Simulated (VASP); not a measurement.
# Se (P6/mmm) in VASP: notebook

Runs on Se. Level: PBE. Tasks: relaxation of cell and atoms, single point.

All numbers are computed with VASP 6.6.1; they aren't measurements. Logs are shortened: lines on timing, memory, paths and dates and some standing lists are left out, and cuts for length are marked.

### 1 The cell of the first run

It takes space group P6/mmm (No. 191, hexagonal). Conventional cell: a = 3.708 Å, b = 3.708 Å, c = 4.465 Å, α = 90.00°, β = 90.00°, γ = 120.00°. Within 2.8 Å of Se (site symmetry -6m2) lie 3 Se at 2.14 Å.

The cell was generated, and may not be a known phase.

### 2 Relaxation of cell and atoms, PBE

Input file INCAR:

```
  ALGO = Normal
  EDIFF = 1E-6
  EDIFFG = -0.04
  ENCUT = 600
  GGA = PE
  IBRION = 2
  ISIF = 3
  ISMEAR = 0
  LASPH = T
  LCHARG = F
  LREAL = F
  LWAVE = F
  NELM = 80
  NSW = 90
  PREC = Accurate
  SIGMA = 0.1
```

Input file KPOINTS:

```
k-points
0
Gamma
  6 6 4
```

Input file POSCAR:

```
Se
1.0
    3.7082984900      0.0000000000      0.0000000000
   -1.8541492500      3.2114807000      0.0000000000
    0.0000000000      0.0000000000      4.4649827500
Se
2
Direct
    0.3333333300      0.6666666700      0.0000000000
    0.6666666700      0.3333333300      0.0000000000
```

Potentials or basis: VASP PAW PBE potentials, release 64 (Se).

Launch:

```sh
> cat potpaw_PBE.64/Se/POTCAR > POTCAR
> mpirun -np 1 vasp_std > vasp.out
```

OUTCAR:

```text
EDIFF = 1E-6
   EDIFFG = -0.04
   ENCUT = 600
   GGA = PE
   IBRION = 2
   ISIF = 3
   ISMEAR = 0
   LASPH = T
   LREAL = F
   NELM = 80
   NSW = 90
   PREC = Accurate

 ion  position               nearest neighbor table
   1  0.333  0.667  0.000-   2 2.14   2 2.14   2 2.14
   2  0.667  0.333  0.000-   1 2.14   1 2.14   1 2.14

  LATTYP: Found a hexagonal cell.
 ALAT       =     3.7082984900
 C/A-ratio  =     1.2040516053

  Lattice vectors:

 A1 = (   3.7082984900,   0.0000000000,   0.0000000000)
 A2 = (  -1.8541492500,   3.2114807000,   0.0000000000)
 A3 = (   0.0000000000,   0.0000000000,   4.4649827500)

Analysis of symmetry for initial positions (statically):
=====================================================================
 Subroutine PRICEL returns:
 Original cell was already a primitive cell.

 Routine SETGRP: Setting up the symmetry group for a
 hexagonal supercell.

 Subroutine GETGRP returns: Found 24 space group operations
 (whereof 24 operations were pure point group operations)
 out of a pool of 24 trial point group operations.

The static configuration has the point symmetry D_6h.

Analysis of symmetry for dynamics (positions and initial velocities):
=====================================================================
 Subroutine PRICEL returns:
 Original cell was already a primitive cell.

 Routine SETGRP: Setting up the symmetry group for a
 hexagonal supercell.

 Subroutine GETGRP returns: Found 24 space group operations
 (whereof 24 operations were pure point group operations)
 out of a pool of 24 trial point group operations.

The dynamic configuration has the point symmetry D_6h.

 Subroutine INISYM returns: Found 24 space group operations
 (whereof 24 operations are pure point group operations),
 and found     1 'primitive' translations

----------------------------------------------------------------------------------------

                                     Primitive cell

  volume of cell :      53.1741

  direct lattice vectors                    reciprocal lattice vectors
     3.708298490  0.000000000  0.000000000     0.269665455  0.155691423  0.000000000
    -1.854149250  3.211480700  0.000000000     0.000000000  0.311382846  0.000000000
     0.000000000  0.000000000  4.464982750     0.000000000  0.000000000  0.223965031

  length of vectors
     3.708298490  3.708298495  4.464982750     0.311382846  0.311382846  0.223965031

  position of ions in fractional coordinates (direct lattice)
     0.333333330  0.666666670  0.000000000
     0.666666670  0.333333330  0.000000000

  ion indices of the primitive-cell ions
[... 84 lines left out ...]
   EMIN   =  10.00;   EMAX   =-10.00  energy-range for DOS
   EFERMI =   0.00;   METHOD = LEGACY
   ISMEAR =     0;   SIGMA  =   0.10  broadening in eV -4-tet -1-fermi 0-gaus
   EFERMI_NEDOS =   21; number of points for ismear=-14 and -15
   IALGO  =     38    algorithm
   IMIX   =      4    mixing-type and parameters
     AMIX     =   0.40;   BMIX     =  1.00
     AMIX_MAG =   1.60;   BMIX_MAG =  1.00
  volume/ion in A,a.u.               =      26.59       179.42
  Fermi-wavevector in a.u.,A,eV,Ry     =   0.996710  1.883508 13.516437  0.993430
  Thomas-Fermi vector in A             =   2.128816
   LORBIT       =      0    0 simple, 1 ext, 2 COOP (PROOUT), +10 PAW based schemes
   GGA     = PE    functional components
   LHFCALC =     F    Hartree Fock is set to
   AEXX    =    0.0000 exact exchange contribution
   IVDW    =     0    specifies the selected vdW correction
   LEPSILON=     F    determine dielectric tensor
   LRPA    =     F    only Hartree local field effects (RPA)
 conjugate gradient relaxation of ions
 non-spin polarized calculation
 Gauss-broadening in eV      SIGMA  =   0.10
  energy-cutoff  :      600.00
  volume of cell :       53.17
 maximum number of plane-waves:      1811
 NGX is ok and might be reduce to    30
   NGX = 15   NGY = 15   NGZ = 17

--------------------------------------- Ionic step        1  -------------------------------------------

 number of electron      11.9999998 magnetization

 Free energy of the ion-electron system (eV)
  ---------------------------------------------------
  ext. energy  EPLUGINS =         0.00000000
  ---------------------------------------------------
  free energy    TOTEN  =        -2.66077521 eV

  energy without entropy =       -2.64740428  energy(sigma->0) =       -2.65408974

------------------------ aborting loop because EDIFF is reached ----------------------------------------

  FORCE on cell =-STRESS in cart. coord.  units (eV):
  Direction    XX          YY          ZZ          XY          YZ          ZX
  --------------------------------------------------------------------------------------
  -------------------------------------------------------------------------------------
  Total       22.3121289     22.3121289      0.0056316     -0.0000000     -0.0000000      0.0000000
  in kB      672.2824995    672.2825007      0.1696837     -0.0000010     -0.0000000      0.0000000
  external PRESSURE =     448.2448947 kB  Pullay stress =       0.0000000 kB
[... 23 lines left out ...]
--------------------------------------- Ionic step        2  -------------------------------------------

 number of electron      11.9999993 magnetization

 E-fermi :  -2.6798     XC(G=0):  -5.6242

 val. band max:       -2.7119362719   @ k =   0.1667   0.1667   0.2500
 cond. band min:      -2.6069057907   @ k =   0.1667   0.1667   0.0000
 fundamental gap:      0.1050304812
 Fermi energy:        -2.6798375972

 k-point     1 :       0.0000    0.0000    0.0000
  band No.  band energies     occupation
      1     -14.8026      2.00000
      2     -13.6015      2.00000
      3      -4.6223      2.00000
      4      -4.6223      2.00000
      5      -3.2880      2.00000
      6      -2.3375      0.00000
      7      -2.3375      0.00000
      8      -2.1255      0.00000
      9       2.1507      0.00000
     10       5.0117      0.00000
[... 365 lines left out ...]
--------------------------------------- Ionic step        5  -------------------------------------------

 number of electron      12.0000001 magnetization

 Free energy of the ion-electron system (eV)
  ---------------------------------------------------
  ext. energy  EPLUGINS =         0.00000000
  ---------------------------------------------------
  free energy    TOTEN  =        -6.04389581 eV

  energy without entropy =       -6.02218211  energy(sigma->0) =       -6.03303896

 E-fermi :   0.7194     XC(G=0):  -7.1512

 val. band max:        0.6970515131   @ k =   0.1667   0.0000   0.0000
 cond. band min:       0.7377230665   @ k =   0.0000   0.0000   0.2500
 fundamental gap:      0.0406715534
 Fermi energy:         0.7193540826

 k-point     1 :       0.0000    0.0000    0.0000
  band No.  band energies     occupation
      1     -14.7321      2.00000
      2      -9.3654      2.00000
      3      -4.0832      2.00000
      4      -4.0832      2.00000
      5      -2.5469      2.00000
      6       0.6937      1.28333
      7       0.6937      1.28332
      8       1.6978      0.00000
      9       4.2142      0.00000
     10       7.4349      0.00000
[... 287 lines left out ...]
  FREE ENERGIE OF THE ION-ELECTRON SYSTEM (eV)
  ---------------------------------------------------
  free  energy   TOTEN  =        -6.0438958134 eV

  energy  without entropy=       -6.0221821106  energy(sigma->0) =       -6.03303896

 reached required accuracy - stopping structural energy minimisation
```

OSZICAR:

```text
N       E                     dE             d eps       ncg     rms          rms(c)
DAV:   1     0.746927029155E+02    0.74693E+02   -0.59075E+03   420   0.114E+03
DAV:   2     0.143619199306E+01   -0.73257E+02   -0.71203E+02   570   0.173E+02
DAV:   3    -0.272396502847E+01   -0.41602E+01   -0.41191E+01   570   0.488E+01
[... 47 lines left out ...]
DAV:   3    -0.604385895909E+01    0.53664E-02   -0.14867E-02   436   0.726E-01    0.101E-01
DAV:   4    -0.604388515884E+01   -0.26200E-04   -0.26616E-04   434   0.126E-01    0.442E-02
DAV:   5    -0.604389141445E+01   -0.62556E-05   -0.60158E-05   432   0.558E-02    0.208E-02
DAV:   6    -0.604389568824E+01   -0.42738E-05   -0.80068E-06   440   0.208E-02    0.315E-03
DAV:   7    -0.604389581336E+01   -0.12511E-06   -0.86262E-07   300   0.686E-03
   5 F= -.60438958E+01 E0= -.60330390E+01  d E =-.338312E+01
```

Run time: 24 s. Hardware: 1 thread of Intel Xeon 6975P-C (Granite Rapids), shared host; peak memory 0.18 GiB.

What came out:

| Quantity | Value |
| --- | --- |
| Free energy | -6.0439 eV |
| Relaxed volume | 38.26 Å³/atom |
| Relaxed cell | a = 4.448 Å, b = 4.448 Å, c = 4.465 Å, α = 90.00°, β = 90.00°, γ = 120.00° |
| Space group after relaxing (to 0.1 Å) | P6/mmm (No. 191) |
| Energy gained by relaxing | 1691.6 meV/atom |
| Ionic steps | 5 |
| Pressure after relaxing | 0.1 GPa |
| Band gap on the k mesh | zero (bands 6 and 7 overlap by 0.92 eV) |

The path:
```tsv
step	energy change (eV)	largest force (eV/Å)	pressure (GPa)	volume (Å³)
1	0.0000	0.0000	44.82	53.17
2	-1.2486	0.0000	-5.43	125.83
3	-3.3474	0.0000	-1.97	80.30
4	-3.3740	0.0000	-1.03	78.44
5	-3.3831	0.0000	0.12	76.52
```

Final structure:
```yaml
crystal:
  lattice:
    - [4.44824, 0.00000, 0.00000]
    - [-2.22412, 3.85229, 0.00000]
    - [0.00000, 0.00000, 4.46521]
  atoms:
    - { symbol: Se, position: [0.33333, 0.66667, 0.00000] }
    - { symbol: Se, position: [0.66667, 0.33333, 0.00000] }
```

Levels at points of the mesh, in eV from the Fermi level:
```
           k point  band 4  band 5  band 6  band 7  band 8  band 9
(0.00, 0.00, 0.00)   -4.80   -3.27   -0.03   -0.03    0.98    3.49
(0.50, 0.00, 0.00)   -3.42   -2.14   -0.88    1.56    2.91    5.62
(0.00, 0.00, 0.50)   -4.75   -4.18    0.06    0.06    0.50    6.71
(0.50, 0.00, 0.50)   -3.32   -2.93   -1.61    1.60    2.95    5.79
```

Caveat: the volume moved by over 15 % at a fixed basis, so the end points are rough; this functional lacks dispersion, which binds layers or chains, so the pressure and a relaxed spacing across them are unreliable.

[end of part 1 of 2]

The gap in the log of VASP goes by the Fermi energy; the results here count the filled bands.